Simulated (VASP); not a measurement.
# Hf (I4_1/amd) in VASP: relaxation of cell and atoms with PBE

Aim: the relaxation of cell and atoms of Hf with PBE.

Everything below comes from runs of VASP 6.6.1. Logs are shortened: lines on timing, memory, paths and dates and some standing lists are left out, and cuts for length are marked.

### 1 The cell of the first run

Symmetry: I4_1/amd, No. 141, tetragonal system. Conventional cell: a = 5.617 Å, b = 5.617 Å, c = 3.021 Å, α = 90.00°, β = 90.00°, γ = 90.00°. Within 3.8 Å of Hf (site symmetry -4m2) lie 10 Hf at 2.91 to 3.61 Å.

### 2 Relaxation of cell and atoms, PBE, target pressure -1.7 GPa, at which the enthalpy is minimised

INCAR reads:

```
SYSTEM = Hf
ALGO = Normal
EDIFF = 1E-7
EDIFFG = -0.005
ENCUT = 600
GGA = PE
IBRION = 2
ISIF = 3
ISMEAR = -1
LASPH = .TRUE.
LCHARG = .FALSE.
LREAL = .FALSE.
LWAVE = .FALSE.
NELM = 60
NSW = 32
PREC = Accurate
PSTRESS = -17.0
SIGMA = 0.1
```

KPOINTS reads:

```
k-points
0
G
  14 14 14
  0 0 0
```

POSCAR reads:

```
Hf
1.0
   -2.8086373536      2.8086373536      1.5103807572
    2.8086373536     -2.8086373536      1.5103807572
    2.8086373536      2.8086373536     -1.5103807572
Hf
2
Direct
   -0.3750000000     -0.1250000000     -0.2500000000
    0.3750000000      0.1250000000      0.2500000000
```

Potentials or basis: VASP PAW PBE potentials, release 64 (Hf_pv).

Launch:

```sh
cat potpaw_PBE.64/Hf_pv/POTCAR > POTCAR
mpirun -np 1 vasp_std > vasp.out
```

OUTCAR:

```text
SYSTEM = Hf
   EDIFF = 1E-7
   EDIFFG = -0.005
   ENCUT = 600
   GGA = PE
   IBRION = 2
   ISIF = 3
   ISMEAR = -1
   LASPH = .TRUE.
   LREAL = .FALSE.
   NELM = 60
   NSW = 32
   PREC = Accurate
   PSTRESS = -17.0

 ion  position               nearest neighbor table
   1  0.625  0.875  0.750-   2 2.91   2 2.91   2 2.91   2 2.91   2 3.61   2 3.61   2 3.61   2 3.61

   2  0.375  0.125  0.250-   1 2.91   1 2.91   1 2.91   1 2.91   1 3.61   1 3.61   1 3.61   1 3.61

  LATTYP: Found a body centered tetragonal cell.
 ALAT       =     5.6172747072
 C/A-ratio  =     0.5377628248

  Lattice vectors:

 A1 = (  -2.8086373536,   2.8086373536,   1.5103807572)
 A2 = (   2.8086373536,  -2.8086373536,   1.5103807572)
 A3 = (   2.8086373536,   2.8086373536,  -1.5103807572)

Analysis of symmetry for initial positions (statically):
=====================================================================
 Subroutine PRICEL returns:
 Original cell was already a primitive cell.

 Routine SETGRP: Setting up the symmetry group for a
 body centered tetragonal supercell.

 Subroutine GETGRP returns: Found 16 space group operations
 (whereof  4 operations were pure point group operations)
 out of a pool of 16 trial point group operations.

The static configuration has the point symmetry C_2h.
 The point group associated with its full space group is D_4h.

Analysis of symmetry for dynamics (positions and initial velocities):
=====================================================================
 Subroutine PRICEL returns:
 Original cell was already a primitive cell.

 Routine SETGRP: Setting up the symmetry group for a
 body centered tetragonal supercell.

 Subroutine GETGRP returns: Found 16 space group operations
 (whereof  4 operations were pure point group operations)
 out of a pool of 16 trial point group operations.

The dynamic configuration has the point symmetry C_2h.
 The point group associated with its full space group is D_4h.

 Subroutine INISYM returns: Found 16 space group operations
 (whereof  4 operations are pure point group operations),
 and found     1 'primitive' translations

----------------------------------------------------------------------------------------

                                     Primitive cell

  volume of cell :      47.6582

  direct lattice vectors                    reciprocal lattice vectors
    -2.808637354  2.808637354  1.510380757     0.000000000  0.178022271  0.331042353
     2.808637354 -2.808637354  1.510380757     0.178022271  0.000000000  0.331042353
     2.808637354  2.808637354 -1.510380757     0.178022271  0.178022271  0.000000000

  length of vectors
     4.249486745  4.249486745  4.249486745     0.375873607  0.375873607  0.251761510

  position of ions in fractional coordinates (direct lattice)
     0.625000000  0.875000000  0.750000000
     0.375000000  0.125000000  0.250000000

  ion indices of the primitive-cell ions
   primitive index   ion index
                 1           1
                 2           2

----------------------------------------------------------------------------------------

 KPOINTS: k-points

Automatic generation of k-mesh.
 Grid dimensions read from file:
 generate k-points for:   14   14   14

 Generating k-lattice:

  Cartesian coordinates                     Fractional coordinates (reciprocal lattice)
     0.000000000  0.012715876  0.023645882     0.071428571  0.000000000  0.000000000
     0.012715876  0.000000000  0.023645882     0.000000000  0.071428571  0.000000000
     0.012715876  0.012715876  0.000000000     0.000000000  0.000000000  0.071428571

  Length of vectors
     0.026848115  0.026848115  0.017982965

  Shift w.r.t. Gamma in fractional coordinates (k-lattice)
     0.000000000  0.000000000  0.000000000

 Subroutine IBZKPT returns following result:
 ===========================================

 Found    244 irreducible k-points:

 Following reciprocal coordinates:
            Coordinates               Weight
  0.000000  0.000000  0.000000      1.000000
  0.071429  0.000000 -0.000000      8.000000
  0.142857  0.000000  0.000000      8.000000
  0.214286  0.000000 -0.000000      8.000000
  0.285714  0.000000 -0.000000      8.000000
  0.357143  0.000000  0.000000      8.000000
[... 16 lines left out ...]
  0.214286  0.142857  0.000000     16.000000
  0.285714  0.142857 -0.000000     16.000000
 [... further k-points ...]
   k-points           NKPTS =    244   k-points in BZ     NKDIM =    244   number of bands    NBANDS=     14
   number of dos      NEDOS =    301   number of ions     NIONS =      2
   total plane-waves  NPLWV =  46656
   dimension x,y,z NGX =    36 NGY =   36 NGZ =   36
   dimension x,y,z NGXF=    72 NGYF=   72 NGZF=   72
   ions per type =               2
   NGX,Y,Z   is equivalent  to a cutoff of  14.08, 14.08, 14.08 a.u.
   NGXF,Y,Z  is equivalent  to a cutoff of  28.17, 28.17, 28.17 a.u.
 SYSTEM =  Hf
   PREC   = accura    normal or accurate (medium, high low for compatibility)
   ISTART =      0    job   : 0-new  1-cont  2-samecut
   ICHARG =      2    charge: 1-file 2-atom 10-const
   ISPIN  =      1    spin polarized calculation?
   LNONCOLLINEAR =      F non collinear calculations
   LSORBIT =      F    spin-orbit coupling
   LASPH  =      T    aspherical Exc in radial PAW
   ENCUT  =  600.0 eV  44.10 Ry    6.64 a.u.   8.49  8.49  8.49*2*pi/ulx,y,z
   NELM   =     60;   NELMIN=  2; NELMDL= -5     # of ELM steps
   EDIFF  = 0.1E-06   stopping-criterion for ELM
   LREAL  =      F    real-space projection
   EDIFFG = -.5E-02   stopping-criterion for IOM
   NSW    =     32    number of steps for IOM
   IBRION =      2    ionic relax: 0-MD 1-quasi-New 2-CG
   NFREE  =      1    steps in history (QN), initial steepest desc. (CG)
   ISIF   =      3    stress and relaxation
   ISYM   =      2    0-nonsym 1-usesym 2-fastsym
   POTIM  = 0.5000    time-step for ionic-motion
   TEBEG  =    0.0;   TEEND  =   0.0 temperature during run
   PSTRESS=  -17.0 pullay stress
   NELECT =      20.0000    total number of electrons
   NUPDOWN=      -1.0000    fix difference up-down
   EMIN   =  10.00;   EMAX   =-10.00  energy-range for DOS
   EFERMI =   0.00;   METHOD = LEGACY
   ISMEAR =    -1;   SIGMA  =   0.10  broadening in eV -4-tet -1-fermi 0-gaus
   EFERMI_NEDOS =   21; number of points for ismear=-14 and -15
   IALGO  =     38    algorithm
   IMIX   =      4    mixing-type and parameters
     AMIX     =   0.40;   BMIX     =  1.00
     AMIX_MAG =   1.60;   BMIX_MAG =  1.00
  volume/ion in A,a.u.               =      23.83       160.81
  Fermi-wavevector in a.u.,A,eV,Ry     =   1.225666  2.316173 20.439459  1.502258
  Thomas-Fermi vector in A             =   2.360696
   LORBIT       =      0    0 simple, 1 ext, 2 COOP (PROOUT), +10 PAW based schemes
   GGA     = PE    functional components
   LHFCALC =     F    Hartree Fock is set to
   AEXX    =    0.0000 exact exchange contribution
   IVDW    =     0    specifies the selected vdW correction
   LEPSILON=     F    determine dielectric tensor
   LRPA    =     F    only Hartree local field effects (RPA)
 conjugate gradient relaxation of ions
 non-spin polarized calculation
  energy-cutoff  :      600.00
  volume of cell :       47.66
 maximum number of plane-waves:      1607
 NGX is ok and might be reduce to    36
   NGX = 17   NGY = 17   NGZ = 17

--------------------------------------- Ionic step        1  -------------------------------------------

 number of electron      20.0000002 magnetization

 Free energy of the ion-electron system (eV)
  ---------------------------------------------------
  ext. energy  EPLUGINS =         0.00000000
  ---------------------------------------------------
  free energy    TOTEN  =       -18.56410811 eV

  energy without entropy =      -18.47772012  energy(sigma->0) =      -18.52091411

------------------------ aborting loop because EDIFF is reached ----------------------------------------

  FORCE on cell =-STRESS in cart. coord.  units (eV):
  Direction    XX          YY          ZZ          XY          YZ          ZX
  --------------------------------------------------------------------------------------
  -------------------------------------------------------------------------------------
  Total       -0.5980524     -0.5980524     -0.5979584      0.0000000     -0.0000000      0.0000000
  in kB      -20.1053683    -20.1053683    -20.1022086      0.0000000     -0.0000000      0.0000000
  external PRESSURE =      -3.1043150 kB  Pullay stress =     -17.0000000 kB
[... 61 lines left out ...]
  enthalpy is  TOTEN    =       -19.0698785288 eV   P V=       -0.5023088811

--------------------------------------- Ionic step        3  -------------------------------------------

 number of electron      20.0000002 magnetization

 Free energy of the ion-electron system (eV)
  ---------------------------------------------------
  ext. energy  EPLUGINS =         0.00000000
  ---------------------------------------------------
  free energy    TOTEN  =       -18.56626990 eV

  energy without entropy =      -18.48018207  energy(sigma->0) =      -18.52322599

 E-fermi :   4.1129     XC(G=0): -10.9695

 val. band max:        4.1097183220   @ k =  -0.2857   0.2857   0.2143
 cond. band min:       4.1135395772   @ k =   0.5000   0.5000   0.4286
 fundamental gap:      0.0038212552
 Fermi energy:         4.1128631877

 k-point     1 :       0.0000    0.0000    0.0000
  band No.  band energies     occupation
      1     -26.6855      2.00000
      2     -26.6855      2.00000
      3     -25.8962      2.00000
      4     -25.8962      2.00000
      5     -25.8831      2.00000
      6     -25.8721      2.00000
      7      -2.5763      2.00000
      8       1.3276      2.00000
      9       3.0961      1.99992
     10       3.1351      1.99989
     11       4.3297      0.20524
     12       7.9913      0.00000
     13       7.9913      0.00000
     14       8.0653      0.00000
[... 375 lines left out ...]
 k-point    24 :       0.2857    0.1429   -0.0000
  band No.  band energies     occupation
      1     -26.6552      2.00000
      2     -26.5682      2.00000
      3     -26.4890      2.00000
      4     -26.3733      2.00000
      5     -25.9775      2.00000
      6     -25.8831      2.00000
      7       1.0516      2.00000
      8       2.1115      2.00000
      9       2.9315      1.99999
     10       4.2050      0.56946
     11       4.4743      0.05248
     12       5.1091      0.00009
     13       5.9330      0.00000
     14       7.8119      0.00000

 [... further k-points ...]

------------------------ aborting loop because EDIFF is reached ----------------------------------------

  FORCE on cell =-STRESS in cart. coord.  units (eV):
  Direction    XX          YY          ZZ          XY          YZ          ZX
  --------------------------------------------------------------------------------------
  -------------------------------------------------------------------------------------
  Total       -0.5071128     -0.5071128     -0.4943979      0.0000000     -0.0000000      0.0000000
  in kB      -17.1151613    -17.1151613    -16.6860310      0.0000000     -0.0000000      0.0000000
  external PRESSURE =       0.0278821 kB  Pullay stress =     -17.0000000 kB
[... 17 lines left out ...]
  FREE ENERGIE OF THE ION-ELECTRON SYSTEM (eV)
  ---------------------------------------------------
  free  energy   TOTEN  =       -18.5662699031 eV

  energy  without entropy=      -18.4801820681  energy(sigma->0) =      -18.52322599

  enthalpy is  TOTEN    =       -19.0699705077 eV   P V=       -0.5037006046

 reached required accuracy - stopping structural energy minimisation
```

It took 3.7 min on 1 thread of Intel Xeon 6975P-C (Granite Rapids), shared host; peak memory 0.33 GiB.

What came out:

| Item | Value |
| --- | --- |
| Free energy | -18.5663 eV |
| Relaxed volume | 23.74 Å³/atom |
| Relaxed cell | a = 4.244 Å, b = 4.244 Å, c = 4.244 Å, α = 97.26°, β = 97.26°, γ = 138.36° |
| Space group after relaxing (to 0.1 Å) | I4_1/amd (No. 141) |
| Energy change on relaxing (the run minimises the enthalpy) | -1.1 meV/atom |
| Ionic steps | 3 |
| Pressure after relaxing | -1.7 GPa |
| Band gap on the k mesh | zero (bands 10 and 11 overlap by 0.73 eV) |

The path:
```csv
step,energy change (eV),largest force (eV/Å),pressure (GPa),volume (Å³)
1,0.0000,0.0000,-2.01,47.66
2,-0.0035,0.0000,-1.47,47.34
3,-0.0022,0.0000,-1.70,47.47
```

Final structure:
```
CELL_PARAMETERS angstrom
-2.80497 2.80497 1.50841
2.80497 -2.80497 1.50841
2.80497 2.80497 -1.50841
ATOMIC_POSITIONS crystal
Hf 0.62500 0.87500 0.75000
Hf 0.37500 0.12500 0.25000
```

Levels at points of the mesh, in eV from the Fermi level:
```
           k point  band 8  band 9  band 10  band 11  band 12  band 13
(0.00, 0.00, 0.00)   -2.79   -1.02    -0.98     0.22     3.88     3.88
(0.50, 0.00, 0.00)   -2.11   -0.96    -0.22     0.61     1.72     1.82
(0.50, 0.50, 0.00)   -3.73   -0.45    -0.45     0.84     0.84     2.22
(0.50, 0.50, 0.50)   -3.25    0.09     0.09     0.19     0.19     3.23
```

Caveat: the cell is relaxed towards a set pressure, so the run minimises the enthalpy, not the energy; spin-orbit coupling is left out, which moves the levels of the heavy elements.
